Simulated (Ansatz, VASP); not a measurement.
# Two plane-wave programs on H16SO10

```
CELL_PARAMETERS angstrom
6.30967 0.00000 0.00000
0.00000 6.30967 0.00000
0.00000 0.00000 6.30967
ATOMIC_POSITIONS crystal
O 0.66505 0.14435 0.58185
O 0.93274 0.00080 0.16466
O 0.19599 0.34670 0.19129
O 0.55537 0.43640 0.88336
O 0.50015 0.98974 0.10187
O 0.88457 0.53273 0.63400
O 0.09639 0.96580 0.57777
O 0.21435 0.73062 0.92931
O 0.73468 0.57977 0.22335
O 0.43565 0.61161 0.47383
H 0.61549 0.21154 0.71361
H 0.79262 0.06549 0.62089
H 0.01160 0.13646 0.16244
H 0.01471 0.90153 0.07538
H 0.17493 0.46466 0.09111
H 0.25438 0.41927 0.31596
H 0.43001 0.52675 0.86273
H 0.60353 0.46797 0.02950
H 0.43502 0.12771 0.13077
H 0.65589 0.01099 0.10987
H 0.85391 0.39950 0.55654
H 0.78167 0.51765 0.75312
H 0.21340 0.06690 0.56861
H 0.04926 0.94772 0.42917
H 0.17074 0.77004 0.78402
H 0.33105 0.82925 0.97034
S 0.64097 0.69473 0.40279
```

Alike in both runs: functional PBE; dispersion D3(BJ); k mesh 1 × 1 × 1; occupations fermi-dirac, width 0.05 eV; no spin polarisation.

Ansatz relaxed the structure, and its values are those at the end. VASP's run is a single point on that final structure, the one shown.

|  | VASP | Ansatz |
| --- | --- | --- |
| version | VASP 6.6.1 | Ansatz 0.2.0 |
| potentials or method | VASP PAW PBE potentials, release 64 (O_h, H_h, S), cutoff 910 eV | scalar-relativistic, plane waves, PAW |
| valence electrons in the cell | 82 | 82 |

|  | VASP | Ansatz | Ansatz less VASP |
| --- | --- | --- | --- |
| rms of the force components (eV/Å) | 0.113 | 0.082 | -0.0316 |

Noted on VASP's run: the cutoff is short for stress, so the pressure is rough.
